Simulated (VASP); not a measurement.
# CoO (R3m) in VASP: single point with PBE

Aim: the single point of CoO with PBE.

All numbers are computed with VASP 6.6.1; they aren't measurements. Logs are shortened: lines on timing, memory, paths and dates and some standing lists are left out, and cuts for length are marked.

## Step 1: The cell of the first run

It takes space group R3m (No. 160, trigonal). Conventional cell: a = 3.204 Å, b = 3.204 Å, c = 7.699 Å, α = 90.00°, β = 90.00°, γ = 120.00°. Within 2.5 Å of Co (site symmetry 3m) lie 4 O at 1.91 to 1.96 Å. Within 2.5 Å of O (site symmetry 3m) lie 4 Co at 1.91 to 1.96 Å.

## Step 2: Single point, PBE, collinear spin, ferromagnetic start

File INCAR:

```
SYSTEM = CoO
PREC = Accurate
ENCUT = 520
EDIFF = 1E-6
ISMEAR = 0
SIGMA = 0.1
LREAL = .False.
LASPH = .True.
NELM = 150
ALGO = Normal
ISIF = 2
LWAVE = .False.
LCHARG = .False.
ISPIN = 2
MAGMOM = 3 3 0 0
LORBIT = 11
LMAXMIX = 4
GGA = PE
NBANDS = 27
```

File KPOINTS:

```
Automatic mesh
0
Gamma
  6 6 6
  0 0 0
```

File POSCAR:

```
CoO
1.0
    1.6022198417      0.9250420569      5.1329417806
   -1.6022198417      0.9250420569      5.1329417806
    0.0000000000     -1.8500841138      5.1329417806
Co O
2 2
Direct
    0.9994877300      0.9994877300      0.9994877300
    0.4994905900      0.4994905900      0.4994905900
    0.3754955300      0.3754955300      0.3754955300
    0.8755255000      0.8755255000      0.8755255000
```

Potentials or basis: VASP PAW PBE potentials, release 64 (Co, O).

Command:

```console
cat potpaw_PBE.64/Co/POTCAR potpaw_PBE.64/O/POTCAR > POTCAR
mpirun -np 1 vasp_std > vasp.out
```

OUTCAR:

```text
SYSTEM = CoO
   PREC = Accurate
   ENCUT = 520
   EDIFF = 1E-6
   ISMEAR = 0
   LREAL = .False.
   LASPH = .True.
   NELM = 150
   ISIF = 2
   ISPIN = 2
   LORBIT = 11
   GGA = PE

 ion  position               nearest neighbor table
   1  0.999  0.999  0.999-   4 1.91   3 1.96   3 1.96   3 1.96
   2  0.499  0.499  0.499-   3 1.91   4 1.96   4 1.96   4 1.96
   3  0.375  0.375  0.375-   2 1.91   1 1.96   1 1.96   1 1.96
   4  0.876  0.876  0.876-   1 1.91   2 1.96   2 1.96   2 1.96

  LATTYP: Found a trigonal (rhomboedric) cell.
 ALAT       =     5.4561802162
 COS(alpha) =     0.8275366594

  Lattice vectors:

 A1 = (   1.6022198417,   0.9250420569,   5.1329417806)
 A2 = (  -1.6022198417,   0.9250420569,   5.1329417806)
 A3 = (   0.0000000000,  -1.8500841138,   5.1329417806)

Analysis of symmetry for initial positions (statically):
=====================================================================
 Subroutine PRICEL returns:
 Original cell was already a primitive cell.

 Routine SETGRP: Setting up the symmetry group for a
 trigonal (rhombohedral) supercell.

 Subroutine GETGRP returns: Found  6 space group operations
 (whereof  6 operations were pure point group operations)
 out of a pool of 12 trial point group operations.

The static configuration has the point symmetry C_3v.

Analysis of symmetry for dynamics (positions and initial velocities):
=====================================================================
 Subroutine PRICEL returns:
 Original cell was already a primitive cell.

 Routine SETGRP: Setting up the symmetry group for a
 trigonal (rhombohedral) supercell.

 Subroutine GETGRP returns: Found  6 space group operations
 (whereof  6 operations were pure point group operations)
 out of a pool of 12 trial point group operations.

The dynamic configuration has the point symmetry C_3v.

Analysis of structural, dynamic, and magnetic symmetry:
=====================================================================
 Subroutine PRICEL returns:
 Original cell was already a primitive cell.

 Routine SETGRP: Setting up the symmetry group for a
 trigonal (rhombohedral) supercell.

 Subroutine GETGRP returns: Found  6 space group operations
 (whereof  6 operations were pure point group operations)
 out of a pool of 12 trial point group operations.

The overall configuration has the point symmetry C_3v.

 Subroutine INISYM returns: Found  6 space group operations
 (whereof  6 operations are pure point group operations),
 and found     1 'primitive' translations

----------------------------------------------------------------------------------------

                                     Primitive cell

  volume of cell :      45.6458

  direct lattice vectors                    reciprocal lattice vectors
     1.602219842  0.925042057  5.132941781     0.312067038  0.180171988  0.064940018
    -1.602219842  0.925042057  5.132941781    -0.312067038  0.180171988  0.064940018
     0.000000000 -1.850084114  5.132941781     0.000000000 -0.360343977  0.064940018

  length of vectors
     5.456180216  5.456180216  5.456180216     0.366148860  0.366148860  0.366148860

  position of ions in fractional coordinates (direct lattice)
     0.999487730  0.999487730  0.999487730
     0.499490590  0.499490590  0.499490590
     0.375495530  0.375495530  0.375495530
     0.875525500  0.875525500  0.875525500

  ion indices of the primitive-cell ions
   primitive index   ion index
                 1           1
                 2           2
                 3           3
                 4           4

----------------------------------------------------------------------------------------

 KPOINTS: Automatic mesh

Automatic generation of k-mesh.
 Grid dimensions read from file:
 generate k-points for:    6    6    6

 Generating k-lattice:

  Cartesian coordinates                     Fractional coordinates (reciprocal lattice)
     0.052011173  0.030028665  0.010823336     0.166666667 -0.000000000  0.000000000
    -0.052011173  0.030028665  0.010823336    -0.000000000  0.166666667  0.000000000
     0.000000000 -0.060057329  0.010823336     0.000000000  0.000000000  0.166666667

  Length of vectors
     0.061024810  0.061024810  0.061024810

  Shift w.r.t. Gamma in fractional coordinates (k-lattice)
     0.000000000  0.000000000  0.000000000

 Subroutine IBZKPT returns following result:
 ===========================================

 Found     32 irreducible k-points:

 Following reciprocal coordinates:
            Coordinates               Weight
  0.000000  0.000000  0.000000      1.000000
  0.166667  0.000000  0.000000      6.000000
  0.333333  0.000000  0.000000      6.000000
  0.500000 -0.000000  0.000000      3.000000
  0.166667  0.166667  0.000000      6.000000
  0.333333  0.166667  0.000000     12.000000
[... 16 lines left out ...]
  0.500000  0.500000  0.166667      6.000000
 -0.333333  0.500000  0.166667     12.000000
 [... further k-points ...]
   k-points           NKPTS =     32   k-points in BZ     NKDIM =     32   number of bands    NBANDS=     27
   number of dos      NEDOS =    301   number of ions     NIONS =      4
   total plane-waves  NPLWV =  74088
   dimension x,y,z NGX =    42 NGY =   42 NGZ =   42
   dimension x,y,z NGXF=    84 NGYF=   84 NGZF=   84
   ions per type =               2   2
   NGX,Y,Z   is equivalent  to a cutoff of  12.80, 12.80, 12.80 a.u.
   NGXF,Y,Z  is equivalent  to a cutoff of  25.59, 25.59, 25.59 a.u.
 SYSTEM =  CoO
   PREC   = accura    normal or accurate (medium, high low for compatibility)
   ISTART =      0    job   : 0-new  1-cont  2-samecut
   ICHARG =      2    charge: 1-file 2-atom 10-const
   ISPIN  =      2    spin polarized calculation?
   LNONCOLLINEAR =      F non collinear calculations
   LSORBIT =      F    spin-orbit coupling
   LASPH  =      T    aspherical Exc in radial PAW
   ENCUT  =  520.0 eV  38.22 Ry    6.18 a.u.  10.14 10.14 10.14*2*pi/ulx,y,z
   NELM   =    150;   NELMIN=  2; NELMDL= -5     # of ELM steps
   EDIFF  = 0.1E-05   stopping-criterion for ELM
   LREAL  =      F    real-space projection
   EDIFFG = 0.1E-04   stopping-criterion for IOM
   NSW    =      0    number of steps for IOM
   IBRION =     -1    ionic relax: 0-MD 1-quasi-New 2-CG
   NFREE  =      0    steps in history (QN), initial steepest desc. (CG)
   ISIF   =      2    stress and relaxation
   ISYM   =      2    0-nonsym 1-usesym 2-fastsym
   POTIM  = 0.5000    time-step for ionic-motion
   TEBEG  =    0.0;   TEEND  =   0.0 temperature during run
   PSTRESS=    0.0 pullay stress
   NELECT =      30.0000    total number of electrons
   NUPDOWN=      -1.0000    fix difference up-down
   EMIN   =  10.00;   EMAX   =-10.00  energy-range for DOS
   EFERMI =   0.00;   METHOD = LEGACY
   ISMEAR =     0;   SIGMA  =   0.10  broadening in eV -4-tet -1-fermi 0-gaus
   EFERMI_NEDOS =   21; number of points for ismear=-14 and -15
   IALGO  =     38    algorithm
   IMIX   =      4    mixing-type and parameters
     AMIX     =   0.40;   BMIX     =  1.00
     AMIX_MAG =   1.60;   BMIX_MAG =  1.00
  volume/ion in A,a.u.               =      11.41        77.01
  Fermi-wavevector in a.u.,A,eV,Ry     =   1.423360  2.689761 27.564786  2.025955
  Thomas-Fermi vector in A             =   2.543966
   LORBIT       =     11    0 simple, 1 ext, 2 COOP (PROOUT), +10 PAW based schemes
   GGA     = PE    functional components
   LHFCALC =     F    Hartree Fock is set to
   AEXX    =    0.0000 exact exchange contribution
   IVDW    =     0    specifies the selected vdW correction
   LEPSILON=     F    determine dielectric tensor
   LRPA    =     F    only Hartree local field effects (RPA)
 spin polarized calculation
 Gauss-broadening in eV      SIGMA  =   0.10
  energy-cutoff  :      520.00
  volume of cell :       45.65
 maximum number of plane-waves:      1242
 NGX is ok and might be reduce to    42
   NGX = 21   NGY = 21   NGZ = 21

 number of electron      30.0000005 magnetization       5.4721860

 Free energy of the ion-electron system (eV)
  ---------------------------------------------------
  ext. energy  EPLUGINS =         0.00000000
  ---------------------------------------------------
  free energy    TOTEN  =       -26.73510833 eV

  energy without entropy =      -26.71769769  energy(sigma->0) =      -26.72640301

 E-fermi :   6.0204     XC(G=0): -11.2207

 val. band max:        6.0150817226   @ k =   0.3333   0.1667   0.0000
 cond. band min:       6.0211191704   @ k =   0.5000   0.1667   0.0000
 fundamental gap:      0.0060374478
 Fermi energy:         6.0204406438

 spin component 1

 k-point     1 :       0.0000    0.0000    0.0000
  band No.  band energies     occupation
      1     -14.0018      1.00000
      2     -13.3470      1.00000
      3      -0.8973      1.00000
      4      -0.1626      1.00000
      5      -0.1078      1.00000
      6      -0.1078      1.00000
[... 19 lines left out ...]
     26      20.6518      0.00000
     27      23.2833      0.00000
[... 667 lines left out ...]
      5       0.1478      1.00000
      6       0.3398      1.00000
[... 19 lines left out ...]
     26      20.2748      0.00000
     27      20.9312      0.00000

 [... further k-points ...]

 spin component 2

 k-point     1 :       0.0000    0.0000    0.0000
  band No.  band energies     occupation
      1     -13.4913      1.00000
      2     -12.8015      1.00000
      3      -0.4265      1.00000
      4       1.0180      1.00000
      5       1.0939      1.00000
      6       1.0939      1.00000
[... 19 lines left out ...]
     26      21.1002      0.00000
     27      23.7771      0.00000
[... 667 lines left out ...]
      5       1.0436      1.00000
      6       1.2451      1.00000
[... 19 lines left out ...]
     26      20.8576      0.00000
     27      21.4832      0.00000

 [... further k-points ...]

------------------------ aborting loop because EDIFF is reached ----------------------------------------

  FORCE on cell =-STRESS in cart. coord.  units (eV):
  Direction    XX          YY          ZZ          XY          YZ          ZX
  --------------------------------------------------------------------------------------
  -------------------------------------------------------------------------------------
  Total       -0.6028981     -0.6028981      0.9968790      0.0000000     -0.0000000     -0.0000000
  in kB      -21.1618368    -21.1618368     34.9906381      0.0000000     -0.0000000     -0.0000000
  external PRESSURE =      -2.4443451 kB  Pullay stress =       0.0000000 kB

 VOLUME and BASIS-vectors are now :
 -----------------------------------------------------------------------------
  energy-cutoff  :      520.00
  volume of cell :       45.65
      direct lattice vectors                 reciprocal lattice vectors
     1.602219842  0.925042057  5.132941781     0.312067038  0.180171988  0.064940018
    -1.602219842  0.925042057  5.132941781    -0.312067038  0.180171988  0.064940018
     0.000000000 -1.850084114  5.132941781     0.000000000 -0.360343977  0.064940018

 POSITION                                       TOTAL-FORCE (eV/Angst)
 -----------------------------------------------------------------------------------
      0.00000      0.00000     15.39094         0.000000     -0.000000      0.261880
      0.00000      0.00000      7.69157         0.000000     -0.000000      0.258996
      0.00000      0.00000      5.78219         0.000000     -0.000000     -0.256735
      0.00000      0.00000     13.48206         0.000000      0.000000     -0.264142
 -----------------------------------------------------------------------------------
    total drift:                                0.000000     -0.000000      0.000376

  FREE ENERGIE OF THE ION-ELECTRON SYSTEM (eV)
  ---------------------------------------------------
  free  energy   TOTEN  =       -26.7351083300 eV

  energy  without entropy=      -26.7176976882  energy(sigma->0) =      -26.72640301

 total charge

# of ion       s       p       d       tot
------------------------------------------
    1        0.346   0.450   7.210   8.006
    2        0.346   0.450   7.210   8.006
    3        1.553   3.438   0.000   4.991
    4        1.553   3.438   0.000   4.991
--------------------------------------------------
tot          3.797   7.777  14.419  25.994

 magnetization (x)

# of ion       s       p       d       tot
------------------------------------------
    1        0.018   0.050   2.292   2.360
    2        0.018   0.050   2.292   2.360
    3        0.021   0.269   0.000   0.289
    4        0.021   0.269   0.000   0.289
--------------------------------------------------
tot          0.078   0.637   4.584   5.299
```

Run time: 6.3 min. Hardware: 1 thread of AMD EPYC 7R43 (Zen 3), shared host; peak memory 0.31 GiB.

What came out:

```yaml
Free_energy: -26.7351 eV
Pressure: -0.2 GPa
Largest_force: 0.264 eV/Å
Net_moment: 5.47 μB per cell
Site_moments: Co +2.36; O +0.29 μB
Valence_electrons_inside_the_program's_atomic_spheres: Co 8.01; O 4.99
```

Forces on the atoms (eV/Å):
```
Co   0.000  0.000  0.262
Co   0.000  0.000  0.259
O    0.000  0.000 -0.257
O    0.000  0.000 -0.264
```

Caveat: the k points lie up to 0.38 Å⁻¹ apart; semilocal functionals often make such compounds metallic where correlation or magnetic order opens a gap, which also shifts bond lengths. With open d or f shells a metallic result of PBE can be an artefact of self-interaction; +U or a hybrid may open a gap.
